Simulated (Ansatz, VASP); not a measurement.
V in VASP and in Ansatz

The input INCAR:

```
  ALGO = Normal
  EDIFF = 1E-7
  ENCUT = 520
  GGA = RE
  ISIF = 2
  ISMEAR = -1
  ISPIN = 2
  LASPH = True
  LCHARG = False
  LMAXMIX = 4
  LORBIT = 11
  LREAL = False
  LWAVE = False
  MAGMOM = 1
  NBANDS = 16
  NELM = 150
  PREC = Accurate
  SIGMA = 0.05
```

KPOINTS

```
k-points
0
Gamma
  24 24 24
```

File POSCAR:

```
V
1.0
   -1.4863415300      1.4863415300      1.4863415300
    1.4863415300     -1.4863415300      1.4863415300
    1.4863415300      1.4863415300     -1.4863415300
V
1
Direct
    0.0000000000      0.0000000000      0.0000000000
```

Input for Ansatz:

```yaml
crystal:
  lattice:
    - [-1.4863415309, 1.4863415309, 1.4863415309]
    - [1.4863415309, -1.4863415309, 1.4863415309]
    - [1.4863415309, 1.4863415309, -1.4863415309]
  atoms:
    - { symbol: V, position: [0.0, 0.0, 0.0], spin: 1.0 }
hamiltonian:
  xc: revpbe
  pseudopotentials:
    kind: paw
    azcp:
      V: "pseudopotentials/V.paw.azcp"
basis:
  ecutwfc: 420
  fft_grid_basis: typed
kpoints:
  mp_grid: { grid: [24, 24, 24], shift: [0, 0, 0] }
magnetization:
  spin_polarized: true
scf:
  occupations: { method: fermi_dirac, width: 0.05 }
output:
  stress: true
```

Alike in both runs: task single point; functional revPBE; k mesh 24 × 24 × 24; occupations fermi-dirac, width 0.05 eV; collinear spin.

```csv
,VASP,Ansatz
version,VASP 6.6.1,Ansatz 0.2.0
potentials or method,"VASP PAW PBE potentials, release 64 (V_sv), cutoff 520 eV","plane waves (420 eV) with PAW, scalar-relativistic"
valence electrons in the cell,13,13
```

VASP gave:

| Property | Result |
| --- | --- |
| pressure (GPa) | 8.2 |
| net moment per atom (μB) | 0.00 |

Question: What did Ansatz give for the same quantities?

Answer: Pressure (GPa): 7.9; net moment per atom (μB): 0.00.

VASP's potentials were made for PBE, not for revPBE. Ansatz's warnings: seeded moment not kept.
